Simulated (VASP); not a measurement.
# LaZn3S4 (a cell with a defect): single point with PBEsol

LaZn3S4 (a cell with a defect):

```
Zn La S
1.0
     0.00000    5.35627    5.35627
     5.35627    0.00000    5.35627
     5.35627    5.35627    0.00000
Zn La S
6 2 8
Direct
  0.99312 0.00109 0.99570
  0.50070 0.49641 0.01255
  0.98862 0.50350 0.99941
  0.50035 0.01205 0.49102
  0.50856 0.99341 0.00010
  0.99602 0.50965 0.49369
  0.49711 0.49627 0.50152
  0.00314 0.99035 0.50541
  0.12169 0.13188 0.12300
  0.62347 0.63344 0.61802
  0.12969 0.13709 0.62176
  0.62043 0.62614 0.12560
  0.12886 0.62954 0.11781
  0.62494 0.12102 0.62498
  0.62694 0.11841 0.12285
  0.12495 0.61707 0.63414
```

```json
{"Program": "VASP 6.6.1", "Task": "single point", "Functional": "PBEsol", "Potentials or basis": "VASP PAW PBE potentials, release 64 (Zn, La, S)", "Cutoff": "520 eV", "k mesh": "2 × 2 × 2", "Occupations": "fermi-dirac, width 0.05 eV", "Spin": "no spin polarisation"}
```

```yaml
Largest_force: 7.253 eV/Å
```

Forces on the atoms (eV/Å):
```
Zn   0.013  0.400  0.368
Zn  -0.647 -0.625 -0.156
Zn   0.272  0.720  0.114
Zn  -0.296 -0.001 -0.425
Zn   0.369 -0.468 -0.240
Zn  -0.227 -0.241 -0.021
La   0.187  0.896  0.538
La   0.747  0.197  1.615
S   -3.129 -2.916  2.829
S    3.369  3.242  2.981
S    2.538  2.238  2.433
S   -3.342 -3.368  3.588
S   -0.032 -0.092 -0.290
S   -0.154  0.403 -6.459
S    0.371 -0.246  0.376
S   -0.039 -0.139 -7.251
```

Levels at points of the mesh, in eV from the Fermi level:
```tsv
k point	band 66	band 67	band 68	band 69	band 70	band 71	band 72	band 73	band 74	band 75
(0.00, 0.00, 0.00)	-2.17	-1.48	-1.34	-1.26	-1.08	0.88	1.05	1.67	1.92	2.06
(0.50, 0.00, 0.00)	-1.98	-1.86	-1.75	-1.62	-1.54	1.80	1.90	2.23	2.39	2.43
(0.00, 0.50, 0.00)	-2.07	-1.85	-1.69	-1.64	-1.58	1.81	1.85	2.11	2.26	2.42
(0.00, 0.00, 0.50)	-2.04	-1.48	-1.33	-1.21	-0.92	1.83	1.89	2.40	2.44	2.83
(0.50, 0.50, 0.50)	-1.99	-1.44	-1.27	-1.15	-0.95	1.83	1.86	2.42	2.45	2.81
(0.50, 0.50, 0.00)	-1.84	-1.77	-1.69	-1.36	-0.94	1.97	2.54	2.70	2.82	2.96
(0.00, 0.50, 0.50)	-2.15	-1.72	-1.67	-1.22	-1.14	1.98	2.11	2.49	2.62	2.86
(0.50, 0.00, 0.50)	-2.15	-1.73	-1.63	-1.24	-1.12	2.00	2.12	2.53	2.54	2.84
```

Run time: 16 min on 1 thread of Oxide Virtual Turin-like Processor, on a shared host, peak memory 0.47 GiB.

Caveat: the k points lie up to 0.51 Å⁻¹ apart; the cell carries a net charge on a neutralising background, which shifts energy and pressure; the cell is charged against a uniform background, so pressure and absolute levels hang on convention; the PAW data sets were made with another functional, which shifts forces and pressure a little; spin-orbit coupling is left out, which moves the levels of the heavy elements.
